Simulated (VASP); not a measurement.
Set up this calculation in VASP 6.6.1, as the native input.

```
Task                   : single point
Functional             : PBE
Potentials or basis    : VASP PAW PBE potentials, release 64 (Zn, O)
Cutoff                 : 520 eV
k mesh                 : 11 × 11 × 11
Occupations            : fermi-dirac, width 0.05 eV
Spin                   : no spin polarisation
Dipole correction      : no
Further INCAR settings : ALGO = Normal; EDIFF = 1e-06; NBANDS = 16
```

The structure of ZnO lies in POSCAR:

```
ZnO
1.0
    0.0000000000      2.1694420000      2.1694420000
    2.1694420000      0.0000000000      2.1694420000
    2.1694420000      2.1694420000      0.0000000000
Zn O
1 1
Direct
    0.0000000000      0.0000000000      0.0000000000
    0.5000000000      0.5000000000      0.5000000000
```

The input as run:

INCAR

```
PREC = Accurate
ENCUT = 520
EDIFF = 1E-6
ISMEAR = -1
SIGMA = 0.05
LREAL = F
LASPH = T
NELM = 100
ALGO = Normal
ISIF = 2
LWAVE = F
LCHARG = F
GGA = PE
NBANDS = 16
```

KPOINTS

```
regular mesh
0
Gamma
  11 11 11
```

Potentials or basis: VASP PAW PBE potentials, release 64 (Zn, O).

Run with:

```sh
$ cat potpaw_PBE.64/Zn/POTCAR potpaw_PBE.64/O/POTCAR > POTCAR
$ mpirun -np 1 vasp_std > vasp.out
```

It gave:

```yaml
Pressure: -0.1 GPa
Band_gap_on_the_k_mesh: 0.72 eV, indirect (least direct gap 1.91 eV)
```

It took 17 s on 1 thread of Intel Xeon 8259CL, with other jobs on the host, peak memory 0.14 GiB.
